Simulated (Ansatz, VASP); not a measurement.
Hf4N4F in VASP and in Ansatz

```
Hf N F
1.0
     3.18308    0.00000    0.00000
     0.00000    3.18308    0.00000
     0.00000    0.00000   25.75233
Hf N F
4 4 1
Direct
  0.50000 0.50000 0.33007
  0.00000 0.00000 0.41747
  0.50000 0.50000 0.50472
  0.00000 0.00000 0.58877
  0.00000 0.00000 0.33007
  0.50000 0.50000 0.41747
  0.00000 0.00000 0.50581
  0.50000 0.50000 0.59499
  0.00000 0.00000 0.64065
```

Alike in both runs: task single point; functional PBEsol; k mesh 9 × 9 × 1; occupations gaussian, width 0.1 eV; no spin polarisation.

|  | VASP | Ansatz |
| --- | --- | --- |
| version | VASP 6.6.1 | Ansatz 0.2.0 |
| potentials or method | VASP PAW PBE potentials, release 64 (Hf_pv, N, F), cutoff 520 eV | scalar-relativistic, plane waves, PAW |
| valence electrons in the cell | 67 | 131 |

```tsv
	VASP	Ansatz	Ansatz less VASP
gap on the k mesh at the Fermi level (eV)	none	none	-
rms of the force components (eV/Å)	21.618	19.443	-2.1756
work function, face that differs most (eV)	3.40	3.08	-0.311
```

VASP's potentials were made for PBE, not for PBEsol. A gap of «none» marks a metal or a gap that the smearing closes. VASP's potentials hold 67 valence electrons a cell and Ansatz's 131, so a difference there can come from the potentials and not from the codes. Ansatz's warnings: xc potential rough in thin density.

Neither program's run includes spin-orbit coupling.
